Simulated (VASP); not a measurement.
# InSb (P4/mmm) in VASP: further runs, part 2 of 2

VASP 6.6.1. The steps go on from the part before.

### Step 3. Single point, PBE

File INCAR:

```
PREC = Accurate ; ENCUT = 520
EDIFF = 1E-6 ; ISMEAR = -1
SIGMA = 0.3 ; LREAL = False
LASPH = True ; NELM = 80
ALGO = Normal ; ISIF = 2
LWAVE = False ; LCHARG = False
GGA = PE ; NBANDS = 16
```

File KPOINTS:

```
Automatic mesh
0
Gamma
  14 14 8
```

File POSCAR:

```
InSb
1.0
    3.0766560000      0.0000000000      0.0000000000
    0.0000000000      3.0766560000      0.0000000000
    0.0000000000      0.0000000000      6.2154700000
In Sb
1 1
Direct
    0.0000000000      0.0000000000      0.0000000000
    0.0000000000      0.0000000000      0.5000000000
```

Potentials or basis: VASP PAW PBE potentials, release 64 (In_d, Sb).

On the command line:

```
$ cat potpaw_PBE.64/In_d/POTCAR potpaw_PBE.64/Sb/POTCAR > POTCAR
$ mpirun -np 1 vasp_std > vasp.out
```

OUTCAR:

```text
PREC = Accurate
   ENCUT = 520
   EDIFF = 1E-6
   ISMEAR = -1
   LREAL = False
   LASPH = True
   NELM = 80
   ISIF = 2
   GGA = PE

 ion  position               nearest neighbor table
   1  0.000  0.000  0.000-   2 3.11   2 3.11
   2  0.000  0.000  0.500-   1 3.11   1 3.11

  LATTYP: Found a simple tetragonal cell.
 ALAT       =     3.0766560000
 C/A-ratio  =     2.0202031036

  Lattice vectors:

 A1 = (   3.0766560000,   0.0000000000,   0.0000000000)
 A2 = (   0.0000000000,   3.0766560000,   0.0000000000)
 A3 = (   0.0000000000,   0.0000000000,   6.2154700000)

Analysis of symmetry for initial positions (statically):
=====================================================================
 Subroutine PRICEL returns:
 Original cell was already a primitive cell.

 Routine SETGRP: Setting up the symmetry group for a
 simple tetragonal supercell.

 Subroutine GETGRP returns: Found 16 space group operations
 (whereof 16 operations were pure point group operations)
 out of a pool of 16 trial point group operations.

The static configuration has the point symmetry D_4h.

Analysis of symmetry for dynamics (positions and initial velocities):
=====================================================================
 Subroutine PRICEL returns:
 Original cell was already a primitive cell.

 Routine SETGRP: Setting up the symmetry group for a
 simple tetragonal supercell.

 Subroutine GETGRP returns: Found 16 space group operations
 (whereof 16 operations were pure point group operations)
 out of a pool of 16 trial point group operations.

The dynamic configuration has the point symmetry D_4h.

 Subroutine INISYM returns: Found 16 space group operations
 (whereof 16 operations are pure point group operations),
 and found     1 'primitive' translations

----------------------------------------------------------------------------------------

                                     Primitive cell
[... 109 lines left out ...]
   IMIX   =      4    mixing-type and parameters
     AMIX     =   0.40;   BMIX     =  1.00
     AMIX_MAG =   1.60;   BMIX_MAG =  1.00
  volume/ion in A,a.u.               =      29.42       198.52
  Fermi-wavevector in a.u.,A,eV,Ry     =   1.103117  2.084590 16.556493  1.216868
  Thomas-Fermi vector in A             =   2.239571
   LORBIT       =      0    0 simple, 1 ext, 2 COOP (PROOUT), +10 PAW based schemes
   GGA     = PE    functional components
   LHFCALC =     F    Hartree Fock is set to
   AEXX    =    0.0000 exact exchange contribution
   IVDW    =     0    specifies the selected vdW correction
   LEPSILON=     F    determine dielectric tensor
   LRPA    =     F    only Hartree local field effects (RPA)
 non-spin polarized calculation
  energy-cutoff  :      520.00
  volume of cell :       58.83
 maximum number of plane-waves:      1604
 NGX is ok and might be reduce to    24
   NGX = 11   NGY = 11   NGZ = 23

 number of electron      17.9999986 magnetization

 Free energy of the ion-electron system (eV)
  ---------------------------------------------------
  ext. energy  EPLUGINS =         0.00000000
  ---------------------------------------------------
  free energy    TOTEN  =        -6.73337700 eV

  energy without entropy =       -6.40559306  energy(sigma->0) =       -6.56948503

 E-fermi :   6.6645     XC(G=0):  -9.6533

 val. band max:        6.6631748195   @ k =   0.3571   0.2143   0.3750
 cond. band min:       6.6729404750   @ k =   0.2143   0.1429   0.1250
 fundamental gap:      0.0097656555
 Fermi energy:         6.6644934277

 k-point     1 :       0.0000    0.0000    0.0000
  band No.  band energies     occupation
      1      -8.2591      2.00000
      2      -8.0469      2.00000
      3      -7.6886      2.00000
      4      -7.6886      2.00000
      5      -7.5988      2.00000
      6      -4.8967      2.00000
[... 433 lines left out ...]
      3      -7.8467      2.00000
      4      -7.7602      2.00000
      5      -7.7083      2.00000
      6      -2.4074      2.00000
[... 8 lines left out ...]
     15      14.6119      0.00000
     16      15.4948      0.00000

 [... further k-points ...]

------------------------ aborting loop because EDIFF is reached ----------------------------------------

  FORCE on cell =-STRESS in cart. coord.  units (eV):
  Direction    XX          YY          ZZ          XY          YZ          ZX
  --------------------------------------------------------------------------------------
  -------------------------------------------------------------------------------------
  Total        0.4016684      0.4016684      0.2055228      0.0000000      0.0000000      0.0000000
  in kB       10.9382124     10.9382124      5.5967872      0.0000000      0.0000000      0.0000000
  external PRESSURE =       9.1577373 kB  Pullay stress =       0.0000000 kB

 VOLUME and BASIS-vectors are now :
 -----------------------------------------------------------------------------
  energy-cutoff  :      520.00
  volume of cell :       58.83
      direct lattice vectors                 reciprocal lattice vectors
     3.076656000  0.000000000  0.000000000     0.325028212  0.000000000  0.000000000
     0.000000000  3.076656000  0.000000000     0.000000000  0.325028212  0.000000000
     0.000000000  0.000000000  6.215470000     0.000000000  0.000000000  0.160888879

 POSITION                                       TOTAL-FORCE (eV/Angst)
 -----------------------------------------------------------------------------------
      0.00000      0.00000      0.00000         0.000000      0.000000      0.000000
      0.00000      0.00000      3.10773         0.000000      0.000000      0.000000
 -----------------------------------------------------------------------------------
    total drift:                                0.000000     -0.000000     -0.000000

  FREE ENERGIE OF THE ION-ELECTRON SYSTEM (eV)
  ---------------------------------------------------
  free  energy   TOTEN  =        -6.7333770032 eV

  energy  without entropy=       -6.4055930567  energy(sigma->0) =       -6.56948503
```

stdout:

```text
POSCAR found type information on POSCAR InSb
 POSCAR found :  2 types and       2 ions
 scaLAPACK will be used
 LDA part: xc-table for (Slater+PW92), standard interpolation
 POSCAR, INCAR and KPOINTS ok, starting setup
 FFT: planning ... GRIDC
 FFT: planning ... GRID_SOFT
 FFT: planning ... GRID
 WAVECAR not read
 entering main loop
```

It used 66 s of CPU time on 1 thread of Intel Xeon 6975P-C (shared host).

Results:

```yaml
Free_energy: -6.7334 eV
Pressure: 0.9 GPa
Band_gap_on_the_k_mesh: zero (band 9 reaches 10.90 eV, above the bottom of band 10 at 5.05 eV)
```

Caveat: spin-orbit coupling is left out, which moves the levels of the heavy elements.

### Step 4. Single point, PBE

File INCAR:

```
SYSTEM = InSb
ALGO = Normal
EDIFF = 1E-6
ENCUT = 520
GGA = PE
ISIF = 2
ISMEAR = 1
LASPH = .True.
LCHARG = .False.
LREAL = .False.
LWAVE = .False.
NBANDS = 16
NELM = 80
PREC = Accurate
SIGMA = 0.01
```

File KPOINTS:

```
k-points
0
Gamma
  14 14 8
  0 0 0
```

POSCAR is that of step 3.

Potentials or basis: VASP PAW PBE potentials, release 64 (In_d, Sb).

On the command line:

```
$ cat potpaw_PBE.64/In_d/POTCAR potpaw_PBE.64/Sb/POTCAR > POTCAR
$ mpirun -np 1 vasp_std > vasp.out
```

OUTCAR:

```text
SYSTEM = InSb
   EDIFF = 1E-6
   ENCUT = 520
   GGA = PE
   ISIF = 2
   ISMEAR = 1
   LASPH = .True.
   LREAL = .False.
   NELM = 80
   PREC = Accurate

 ion  position               nearest neighbor table
   1  0.000  0.000  0.000-   2 3.11   2 3.11
   2  0.000  0.000  0.500-   1 3.11   1 3.11

  LATTYP: Found a simple tetragonal cell.
 ALAT       =     3.0766560000
 C/A-ratio  =     2.0202031036

  Lattice vectors:

 A1 = (   3.0766560000,   0.0000000000,   0.0000000000)
[... 643 lines left out ...]
------------------------ aborting loop because EDIFF is reached ----------------------------------------

  FORCE on cell =-STRESS in cart. coord.  units (eV):
  Direction    XX          YY          ZZ          XY          YZ          ZX
  --------------------------------------------------------------------------------------
  -------------------------------------------------------------------------------------
  Total        0.2000941      0.2000941      0.1521940      0.0000000      0.0000000      0.0000000
  in kB        5.4489524      5.4489524      4.1445383      0.0000000      0.0000000      0.0000000
  external PRESSURE =       5.0141477 kB  Pullay stress =       0.0000000 kB

 VOLUME and BASIS-vectors are now :
 -----------------------------------------------------------------------------
  energy-cutoff  :      520.00
  volume of cell :       58.83
      direct lattice vectors                 reciprocal lattice vectors
     3.076656000  0.000000000  0.000000000     0.325028212  0.000000000  0.000000000
     0.000000000  3.076656000  0.000000000     0.000000000  0.325028212  0.000000000
     0.000000000  0.000000000  6.215470000     0.000000000  0.000000000  0.160888879

 POSITION                                       TOTAL-FORCE (eV/Angst)
 -----------------------------------------------------------------------------------
      0.00000      0.00000      0.00000         0.000000      0.000000      0.000000
      0.00000      0.00000      3.10773         0.000000      0.000000      0.000000
 -----------------------------------------------------------------------------------
    total drift:                                0.000000     -0.000000     -0.000000

  FREE ENERGIE OF THE ION-ELECTRON SYSTEM (eV)
  ---------------------------------------------------
  free  energy   TOTEN  =        -6.5645956983 eV

  energy  without entropy=       -6.5645987421  energy(sigma->0) =       -6.56459671
```

Wall time 1.8 min (1 thread of Intel Xeon 6975P-C, shared host); peak memory 0.31 GiB.

What came out:

- Free energy: -6.5646 eV
- Pressure: 0.5 GPa
- Band gap on the k mesh: zero (band 9 reaches 10.91 eV, above the bottom of band 10 at 5.05 eV)

Caveat: spin-orbit coupling is left out, which moves the levels of the heavy elements.

### Step 5. Summary

```tsv
smearing	gap on the mesh (eV)	pressure (GPa)
fermi-dirac 0.1 eV	none	0.5
fermi-dirac 0.3 eV	none	0.9
methfessel-paxton 0.01 eV	none	0.5
```

Alike in all rows: task single point; level PBE; potentials or basis VASP PAW PBE potentials, release 64 (In_d, Sb); no spin polarisation; cell as given; k mesh 14 × 14 × 8; cutoff (eV) 520.

Every run on the cell as given and a fine mesh finds a metal.

Caveats: spin-orbit coupling is left out, which moves the levels of the heavy elements.

Total energies depend on the potentials used, so only differences within one code and one set of settings carry meaning.
